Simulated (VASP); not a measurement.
Set up this calculation in VASP 6.6.1, as the native input.

```yaml
Task: relaxation of cell and atoms
Functional: PBE
Potentials_or_basis: VASP PAW PBE potentials, release 64 (Ta_pv, B, N)
Cutoff: 600 eV
k_mesh: 6 × 6 × 2
Occupations: gaussian, width 0.1 eV
Spin: no spin polarisation
Dipole_correction: no
Further_INCAR_settings: ALGO = Normal; EDIFF = 1e-06; IBRION = 2; EDIFFG = -0.04; NSW = 90; ISIF = 3
```

The structure of Ta3B2N lies in POSCAR:

```
Ta3B2N
1.0
    3.0425179269      0.0000000000      0.0000000000
    0.0000000000      3.0425179269      0.0000000000
    0.0000000000      0.0000000000      8.6507364843
Ta B N
3 2 1
Direct
    0.0000000000      0.0000000000      0.2259951693
    0.0000000000      0.0000000000      0.7740048307
    0.5000000000      0.5000000000      0.5000000000
    0.0000000000      0.0000000000      0.5000000000
    0.5000000000      0.5000000000      0.0000000000
    0.0000000000      0.0000000000      0.0000000000
```

The cell was generated, and may not be a known phase.

These files were run (other wordings do the same):

INCAR

```
SYSTEM = Ta3B2N
  PREC = Accurate
  ENCUT = 600
  EDIFF = 1E-6
  ISMEAR = 0
  SIGMA = 0.1
  LREAL = .False.
  LASPH = .True.
  NELM = 100
  ALGO = Normal
  ISIF = 3
  LWAVE = .False.
  LCHARG = .False.
  GGA = PE
  IBRION = 2
  NSW = 90
  EDIFFG = -0.04
```

KPOINTS

```
Automatic mesh
0
Gamma
  6 6 2
  0 0 0
```

Potentials or basis: VASP PAW PBE potentials, release 64 (Ta_pv, B, N).

The run is started by

```console
$ cat potpaw_PBE.64/Ta_pv/POTCAR potpaw_PBE.64/B/POTCAR potpaw_PBE.64/N/POTCAR > POTCAR
$ mpirun -np 1 vasp_std > vasp.out
```

It gave:

| Quantity | Value |
| --- | --- |
| Relaxed volume | 13.25 Å³/atom |
| Relaxed cell | a = 3.020 Å, b = 3.020 Å, c = 8.720 Å, α = 90.00°, β = 90.00°, γ = 90.00° |
| Space group after relaxing (to 0.1 Å) | P4/mmm (No. 123) |
| Energy gained by relaxing | 2.8 meV/atom |
| Ionic steps | 5 |
| Pressure after relaxing | 0.1 GPa |
| Largest force after relaxing | 0.037 eV/Å |
| Band gap on the k mesh | zero (bands 22 and 23 overlap by 1.80 eV) |

Caveat: the k points lie up to 0.36 Å⁻¹ apart in the final cell, too coarse for converged energies and pressures of a metal; spin-orbit coupling is left out, which moves the levels of the heavy elements.

Wall time 2.3 min on 1 thread of AMD EPYC 9R14 (Zen 4) (shared host), peak memory 0.2 GiB.
